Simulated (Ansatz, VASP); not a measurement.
# TiO2: VASP beside Ansatz

```
CELL_PARAMETERS angstrom
-1.88617 1.88617 4.74109
1.88617 -1.88617 4.74109
1.88617 1.88617 -4.74109
ATOMIC_POSITIONS crystal
Ti 0.00000 0.00000 0.00000
Ti 0.75000 0.25000 0.50000
O 0.20660 0.20660 0.00000
O 0.95660 0.45660 0.50000
O 0.54340 0.04340 0.50000
O 0.79340 0.79340 0.00000
```

Change from the starting cell: volume scaled by 0.99.

Alike in both runs: task single point; functional PBE; k mesh 13 × 13 × 13; occupations fermi-dirac, width 0.08 eV; no spin polarisation.

```csv
,VASP,Ansatz
version,VASP 6.6.1,Ansatz 0.2.0
potentials or method,"VASP PAW PBE potentials, release 64 (Ti_sv, O), cutoff 520 eV","all-electron LAPW, scalar-relativistic"
```

```tsv
	VASP	Ansatz	Ansatz less VASP
pressure (GPa)	9.1	8.3	-0.75
traceless stress, the component that is largest in VASP (GPa)	3.01	2.90	-0.110
rms of the force components (eV/Å)	0.203	0.192	-0.0107
```

Atom by atom the forces differ by 0.011 eV/Å (rms over components). Ansatz ran all-electron here, and VASP with PAW potentials.
